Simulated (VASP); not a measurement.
# Rh (Fm-3m) in VASP: notebook

Runs on Rh. Level: PBE. Tasks: single point.

Program: VASP 6.6.1. These are calculated values, not measurements. Logs are shortened: lines on timing, memory, paths and dates and some standing lists are left out, and cuts for length are marked.

## (1) The cell of the first run

Symmetry: Fm-3m, No. 225, cubic system. The conventional cell has a = 3.832 Å, b = 3.832 Å, c = 3.832 Å, α = 90.00°, β = 90.00°, γ = 90.00°. Within 3.6 Å of Rh (site symmetry m-3m) lie 12 Rh at 2.71 Å.

## (2) Single point, PBE

File INCAR:

```
SYSTEM = Rh
  PREC = Accurate
  ENCUT = 520
  EDIFF = 1E-6
  ISMEAR = -1
  SIGMA = 0.1
  LREAL = .FALSE.
  LASPH = .TRUE.
  NELM = 100
  ALGO = Normal
  ISIF = 2
  LWAVE = .FALSE.
  LCHARG = .TRUE.
  GGA = PE
  LELF = .TRUE.
  LVHAR = .TRUE.
  NBANDS = 14
```

File KPOINTS:

```
Automatic mesh
0
G
  7 7 7
  0 0 0
```

File POSCAR:

```
Rh
1.0
    0.0000000000      1.9160595465      1.9160595465
    1.9160595465      0.0000000000      1.9160595465
    1.9160595465      1.9160595465      0.0000000000
Rh
1
Direct
    0.0000000000      0.0000000000      0.0000000000
```

Potentials or basis: VASP PAW PBE potentials, release 64 (Rh_pv).

Command:

```sh
$ cat potpaw_PBE.64/Rh_pv/POTCAR > POTCAR
$ mpirun -np 1 vasp_std > vasp.out
```

OUTCAR:

```text
SYSTEM = Rh
   PREC = Accurate
   ENCUT = 520
   EDIFF = 1E-6
   ISMEAR = -1
   LREAL = .FALSE.
   LASPH = .TRUE.
   NELM = 100
   ISIF = 2
   GGA = PE

 ion  position               nearest neighbor table
   1  0.000  0.000  0.000-

  LATTYP: Found a face centered cubic cell.
 ALAT       =     3.8321190930

  Lattice vectors:

 A1 = (   0.0000000000,   1.9160595465,   1.9160595465)
 A2 = (   1.9160595465,   0.0000000000,   1.9160595465)
 A3 = (   1.9160595465,   1.9160595465,   0.0000000000)

Analysis of symmetry for initial positions (statically):
=====================================================================
 Subroutine PRICEL returns:
 Original cell was already a primitive cell.

 Routine SETGRP: Setting up the symmetry group for a
 face centered cubic supercell.

 Subroutine GETGRP returns: Found 48 space group operations
 (whereof 48 operations were pure point group operations)
 out of a pool of 48 trial point group operations.

The static configuration has the point symmetry O_h .

Analysis of symmetry for dynamics (positions and initial velocities):
=====================================================================
 Subroutine PRICEL returns:
 Original cell was already a primitive cell.

 Routine SETGRP: Setting up the symmetry group for a
 face centered cubic supercell.

 Subroutine GETGRP returns: Found 48 space group operations
 (whereof 48 operations were pure point group operations)
 out of a pool of 48 trial point group operations.

The dynamic configuration has the point symmetry O_h .

 Subroutine INISYM returns: Found 48 space group operations
 (whereof 48 operations are pure point group operations),
 and found     1 'primitive' translations

----------------------------------------------------------------------------------------

                                     Primitive cell

  volume of cell :      14.0688

  direct lattice vectors                    reciprocal lattice vectors
     0.000000000  1.916059547  1.916059547    -0.260952224  0.260952224  0.260952224
     1.916059547  0.000000000  1.916059547     0.260952224 -0.260952224  0.260952224
     1.916059547  1.916059547  0.000000000     0.260952224  0.260952224 -0.260952224

  length of vectors
     2.709717397  2.709717397  2.709717397     0.451982510  0.451982510  0.451982510

  position of ions in fractional coordinates (direct lattice)
     0.000000000  0.000000000  0.000000000

  ion indices of the primitive-cell ions
   primitive index   ion index
                 1           1

----------------------------------------------------------------------------------------

 KPOINTS: Automatic mesh

Automatic generation of k-mesh.
 Grid dimensions read from file:
 generate k-points for:    7    7    7

 Generating k-lattice:

  Cartesian coordinates                     Fractional coordinates (reciprocal lattice)
    -0.037278889  0.037278889  0.037278889     0.142857143  0.000000000  0.000000000
     0.037278889 -0.037278889  0.037278889     0.000000000  0.142857143  0.000000000
     0.037278889  0.037278889 -0.037278889     0.000000000  0.000000000  0.142857143

  Length of vectors
     0.064568930  0.064568930  0.064568930

  Shift w.r.t. Gamma in fractional coordinates (k-lattice)
     0.000000000  0.000000000  0.000000000

 Subroutine IBZKPT returns following result:
 ===========================================

 Found     20 irreducible k-points:

 Following reciprocal coordinates:
            Coordinates               Weight
  0.000000  0.000000  0.000000      1.000000
  0.142857  0.000000  0.000000      8.000000
  0.285714  0.000000  0.000000      8.000000
  0.428571  0.000000  0.000000      8.000000
  0.142857  0.142857  0.000000      6.000000
  0.285714  0.142857  0.000000     24.000000
[... 12 lines left out ...]
 -0.428571  0.428571  0.142857     24.000000
 -0.285714  0.428571  0.142857     24.000000
   k-points           NKPTS =     20   k-points in BZ     NKDIM =     20   number of bands    NBANDS=     14
   number of dos      NEDOS =    301   number of ions     NIONS =      1
   total plane-waves  NPLWV =   8000
   dimension x,y,z NGX =    20 NGY =   20 NGZ =   20
   dimension x,y,z NGXF=    40 NGYF=   40 NGZF=   40
   ions per type =               1
   NGX,Y,Z   is equivalent  to a cutoff of  12.27, 12.27, 12.27 a.u.
   NGXF,Y,Z  is equivalent  to a cutoff of  24.54, 24.54, 24.54 a.u.
 SYSTEM =  Rh
   PREC   = accura    normal or accurate (medium, high low for compatibility)
   ISTART =      0    job   : 0-new  1-cont  2-samecut
   ICHARG =      2    charge: 1-file 2-atom 10-const
   ISPIN  =      1    spin polarized calculation?
   LNONCOLLINEAR =      F non collinear calculations
   LSORBIT =      F    spin-orbit coupling
   LASPH  =      T    aspherical Exc in radial PAW
   ENCUT  =  520.0 eV  38.22 Ry    6.18 a.u.   5.04  5.04  5.04*2*pi/ulx,y,z
   NELM   =    100;   NELMIN=  2; NELMDL= -5     # of ELM steps
   EDIFF  = 0.1E-05   stopping-criterion for ELM
   LREAL  =      F    real-space projection
   EDIFFG = 0.1E-04   stopping-criterion for IOM
   NSW    =      0    number of steps for IOM
   IBRION =     -1    ionic relax: 0-MD 1-quasi-New 2-CG
   NFREE  =      0    steps in history (QN), initial steepest desc. (CG)
   ISIF   =      2    stress and relaxation
   ISYM   =      2    0-nonsym 1-usesym 2-fastsym
   POTIM  = 0.5000    time-step for ionic-motion
   TEBEG  =    0.0;   TEEND  =   0.0 temperature during run
   PSTRESS=    0.0 pullay stress
   NELECT =      15.0000    total number of electrons
   NUPDOWN=      -1.0000    fix difference up-down
   EMIN   =  10.00;   EMAX   =-10.00  energy-range for DOS
   EFERMI =   0.00;   METHOD = LEGACY
   ISMEAR =    -1;   SIGMA  =   0.10  broadening in eV -4-tet -1-fermi 0-gaus
   EFERMI_NEDOS =   21; number of points for ismear=-14 and -15
   IALGO  =     38    algorithm
   IMIX   =      4    mixing-type and parameters
     AMIX     =   0.40;   BMIX     =  1.00
     AMIX_MAG =   1.60;   BMIX_MAG =  1.00
  volume/ion in A,a.u.               =      14.07        94.94
  Fermi-wavevector in a.u.,A,eV,Ry     =   1.672449  3.160471 38.056667  2.797086
  Thomas-Fermi vector in A             =   2.757594
   LORBIT       =      0    0 simple, 1 ext, 2 COOP (PROOUT), +10 PAW based schemes
   GGA     = PE    functional components
   LHFCALC =     F    Hartree Fock is set to
   AEXX    =    0.0000 exact exchange contribution
   IVDW    =     0    specifies the selected vdW correction
   LEPSILON=     F    determine dielectric tensor
   LRPA    =     F    only Hartree local field effects (RPA)
 non-spin polarized calculation
  energy-cutoff  :      520.00
  volume of cell :       14.07
 maximum number of plane-waves:       387
   NGX =  9   NGY =  9   NGZ =  9

 number of electron      15.0000003 magnetization

 Free energy of the ion-electron system (eV)
  ---------------------------------------------------
  ext. energy  EPLUGINS =         0.00000000
  ---------------------------------------------------
  free energy    TOTEN  =        -7.33347436 eV

  energy without entropy =       -7.29827944  energy(sigma->0) =       -7.31587690

 E-fermi :  11.4989     XC(G=0): -13.8832

 val. band max:       11.3902573006   @ k =   0.2857   0.2857   0.0000
 cond. band min:      11.5135799359   @ k =   0.4286   0.0000   0.0000
 fundamental gap:      0.1233226353
 Fermi energy:        11.4988789877

 k-point     1 :       0.0000    0.0000    0.0000
  band No.  band energies     occupation
      1     -34.8566      2.00000
      2     -34.8566      2.00000
      3     -34.8566      2.00000
      4       3.6967      2.00000
      5       8.5138      2.00000
      6       8.5138      2.00000
      7       8.5138      2.00000
      8      10.5280      1.99988
      9      10.5280      1.99988
     10      27.4939      0.00000
     11      32.0788      0.00000
     12      32.8295      0.00000
     13      32.8295      0.00000
     14      32.8295      0.00000

 k-point     2 :       0.1429    0.0000    0.0000
  band No.  band energies     occupation
      1     -34.9872      2.00000
      2     -34.8744      2.00000
      3     -34.8744      2.00000
      4       4.4527      2.00000
      5       8.2439      2.00000
      6       8.7681      2.00000
      7       8.7681      2.00000
      8      10.4248      1.99996
      9      10.4248      1.99996
     10      28.4356      0.00000
     11      29.7667      0.00000
     12      32.0790      0.00000
     13      33.9282      0.00000
     14      33.9282      0.00000

 k-point     3 :       0.2857    0.0000    0.0000
  band No.  band energies     occupation
      1     -35.2747      2.00000
      2     -34.9142      2.00000
      3     -34.9142      2.00000
      4       5.6422      2.00000
      5       8.7714      2.00000
      6       8.8049      2.00000
      7       8.8049      2.00000
      8      10.9108      1.99443
      9      10.9108      1.99443
     10      25.2750      0.00000
     11      28.6931      0.00000
     12      32.0783      0.00000
     13      35.6715      0.00000
     14      35.6715      0.00000
[... 256 lines left out ...]
 k-point    19 :      -0.4286    0.4286    0.1429
  band No.  band energies     occupation
      1     -35.4109      2.00000
      2     -35.1660      2.00000
      3     -35.0888      2.00000
      4       6.2133      2.00000
      5       6.5178      2.00000
      6       9.4640      2.00000
      7      11.1462      1.94291
      8      12.1206      0.00398
      9      16.7074      0.00000
     10      23.6866      0.00000
     11      23.9165      0.00000
     12      25.0544      0.00000
     13      32.0779      0.00000
     14      34.9872      0.00000

 k-point    20 :      -0.2857    0.4286    0.1429
  band No.  band energies     occupation
      1     -35.3278      2.00000
      2     -35.2869      2.00000
      3     -35.0779      2.00000
      4       6.6551      2.00000
      5       7.3342      2.00000
      6       8.3935      2.00000
      7      10.4005      1.99997
      8      12.1116      0.00436
      9      19.7592      0.00000
     10      20.5078      0.00000
     11      23.1482      0.00000
     12      25.8057      0.00000
     13      32.0795      0.00000
     14      34.8707      0.00000

------------------------ aborting loop because EDIFF is reached ----------------------------------------

  FORCE on cell =-STRESS in cart. coord.  units (eV):
  Direction    XX          YY          ZZ          XY          YZ          ZX
  --------------------------------------------------------------------------------------
  -------------------------------------------------------------------------------------
  Total       -0.1001638     -0.1001638     -0.1001638     -0.0000000      0.0000000      0.0000000
  in kB      -11.4068093    -11.4068093    -11.4068093     -0.0000000      0.0000000      0.0000000
  external PRESSURE =     -11.4068093 kB  Pullay stress =       0.0000000 kB

 VOLUME and BASIS-vectors are now :
 -----------------------------------------------------------------------------
  energy-cutoff  :      520.00
  volume of cell :       14.07
      direct lattice vectors                 reciprocal lattice vectors
     0.000000000  1.916059547  1.916059547    -0.260952224  0.260952224  0.260952224
     1.916059547  0.000000000  1.916059547     0.260952224 -0.260952224  0.260952224
     1.916059547  1.916059547  0.000000000     0.260952224  0.260952224 -0.260952224

 POSITION                                       TOTAL-FORCE (eV/Angst)
 -----------------------------------------------------------------------------------
      0.00000      0.00000      0.00000        -0.000000      0.000000     -0.000000
 -----------------------------------------------------------------------------------
    total drift:                                0.000000      0.000000      0.000000

  FREE ENERGIE OF THE ION-ELECTRON SYSTEM (eV)
  ---------------------------------------------------
  free  energy   TOTEN  =        -7.3334743565 eV

  energy  without entropy=       -7.2982794395  energy(sigma->0) =       -7.31587690
```

It took 3.8 s on 1 thread of Intel Xeon Platinum 8488C (Sapphire Rapids), shared host; peak memory 0.12 GiB.

What came out:

```
Free energy : -7.3335 eV
Pressure    : -1.1 GPa
```

Levels at points of the mesh, in eV from the Fermi level:
```
           k point  band 5  band 6  band 7  band 8  band 9  band 10
(0.00, 0.00, 0.00)   -2.99   -2.99   -2.99   -0.97   -0.97    16.00
```

Caveat: the k points lie up to 0.41 Å⁻¹ apart.

## (3) Single point, PBE

File INCAR:

```
PREC = Accurate ; ENCUT = 520
EDIFF = 1E-7 ; ISMEAR = 1
SIGMA = 0.2 ; LREAL = F
LASPH = T ; NELM = 80
ALGO = Normal ; ISIF = 2
LWAVE = F ; LCHARG = F
GGA = PE ; NBANDS = 14
```

File KPOINTS:

```
regular mesh
0
Gamma
  14 14 14
```

File POSCAR:

```
Rh
1.0
    0.0000000000      1.9160595532      1.9160595532
    1.9160595532      0.0000000000      1.9160595532
    1.9160595532      1.9160595532      0.0000000000
Rh
1
Direct
    0.0000000000      0.0000000000      0.0000000000
```

Potentials or basis: VASP PAW PBE potentials, release 64 (Rh_pv).

Command:

```sh
$ cat potpaw_PBE.64/Rh_pv/POTCAR > POTCAR
$ mpirun -np 1 vasp_std > vasp.out
```

It took 7.9 s on 1 thread of Intel Xeon 6975P-C (Granite Rapids), shared host; peak memory 0.13 GiB.

It converged, with:

| Quantity | Value |
| --- | --- |
| Free energy | -7.2586 eV |
| Pressure | -0.4 GPa |

Levels at points of the mesh, in eV from the Fermi level:
| k point | band 4 | band 5 | band 6 | band 7 | band 8 | band 9 | band 10 | band 11 |
| --- | --- | --- | --- | --- | --- | --- | --- | --- |
| (0.00, 0.00, 0.00) | -7.78 | -2.95 | -2.95 | -2.95 | -0.94 | -0.94 | 16.02 | 20.63 |
| (0.50, 0.00, 0.00) | -5.91 | -3.03 | -3.03 | 0.56 | 0.56 | 0.77 | 8.42 | 15.51 |
| (0.50, 0.50, 0.00) | -6.09 | -5.73 | 0.53 | 0.96 | 0.96 | 3.25 | 12.00 | 13.20 |
